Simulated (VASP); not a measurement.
A run of VASP 6.6.1 is set up as follows.

File INCAR:

```
SYSTEM = SiC
PREC     = Accurate       ! precision mode
ENCUT    = 600            ! plane-wave cutoff, eV
EDIFF    = 1E-6           ! SCF threshold, eV
ISMEAR   = 0              ! smearing method
SIGMA    = 0.01           ! smearing width, eV
LREAL    = .FALSE.        ! projectors in reciprocal space
LASPH    = .TRUE.         ! aspherical terms in the spheres
NELM     = 120            ! most SCF steps
ALGO     = Normal         ! electronic algorithm
ISIF     = 2              ! what is computed and relaxed
LWAVE    = .FALSE.        ! write WAVECAR
LCHARG   = .TRUE.         ! write CHGCAR
GGA      = PE             ! functional
LELF     = .TRUE.         ! ELF
LVHAR    = .TRUE.       
NBANDS   = 11             ! bands
GGA_COMPAT= .FALSE.
```

Contents of KPOINTS:

```
Automatic mesh
0
G
  6 6 6
  0 0 0
```

The input POSCAR:

```
SiC
1.0
    0.0000000000      2.1900000000      2.1900000000
    2.1900000000      0.0000000000      2.1900000000
    2.1900000000      2.1900000000      0.0000000000
Si C
1 1
Direct
    0.0024410161     -0.0024410161     -0.0024410161
    0.2442922374      0.2557077626      0.2557077626
```

Potentials or basis: VASP PAW PBE potentials, release 64 (Si, C).

The run is started by

```console
$ cat potpaw_PBE.64/Si/POTCAR potpaw_PBE.64/C/POTCAR > POTCAR
$ mpirun -np 1 vasp_std > vasp.out
```

(1) What does it give for the pressure?

(2) Predict the largest force.

(3) Predict the band gap on the k mesh.

Results:

(1) 0.0 GPa.

(2) 0.662 eV/Å.

(3) 1.20 eV, indirect (least direct gap 4.43 eV).
